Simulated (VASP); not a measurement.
Input of a VASP 6.6.1 run:

The input POSCAR:

```
Ru
1.0
    0.0000000000      1.8922143799      1.8922143799
    1.8922143799      0.0000000000      1.8922143799
    1.8922143799      1.8922143799      0.0000000000
Ru
1
Direct
    0.0000000000      0.0000000000      0.0000000000
```

The input INCAR.step1:

```
SYSTEM = Ru
  PREC = Accurate
  ENCUT = 520
  EDIFF = 1E-5
  ISMEAR = -1
  SIGMA = 0.1
  LREAL = .False.
  LASPH = .True.
  NELM = 80
  ALGO = Normal
  ISIF = 2
  LWAVE = .True.
  NBANDS = 13
  GGA = PE
```

The input INCAR.step2:

```
SYSTEM = Ru
  PREC = Accurate
  ENCUT = 520
  EDIFF = 1E-7
  ISMEAR = -1
  SIGMA = 0.1
  LREAL = .False.
  LASPH = .True.
  NELM = 80
  ALGO = Normal
  ISIF = 2
  LWAVE = .False.
  LCHARG = .True.
  GGA = PE
  LHFCALC = .True.
  HFSCREEN = 0.2079
  PRECFOCK = Normal
  LELF = .True.
  LVHAR = .True.
  NBANDS = 13
  ISTART = 1
```

The input KPOINTS:

```
Automatic mesh
0
Gamma
  6 6 6
  0 0 0
```

Potentials or basis: VASP PAW PBE potentials, release 64 (Ru_pv).

Launch:

```bash
$ cat potpaw_PBE.64/Ru_pv/POTCAR > POTCAR
$ cp INCAR.step1 INCAR
$ mpirun -np 1 vasp_std > vasp.out
$ cp INCAR.step2 INCAR
$ mpirun -np 1 vasp_std > vasp.out
```

(1) Estimate the band gap on the k mesh.

(2) Predict the pressure.

Answers

(1) zero (bands 7 and 8 overlap by 4.48 eV).

(2) -4.3 GPa.

Caveat: the k points lie up to 0.48 Å⁻¹ apart, too coarse for converged energies and pressures of a metal; the PAW data sets were made with another functional, which shifts forces and pressure a little.
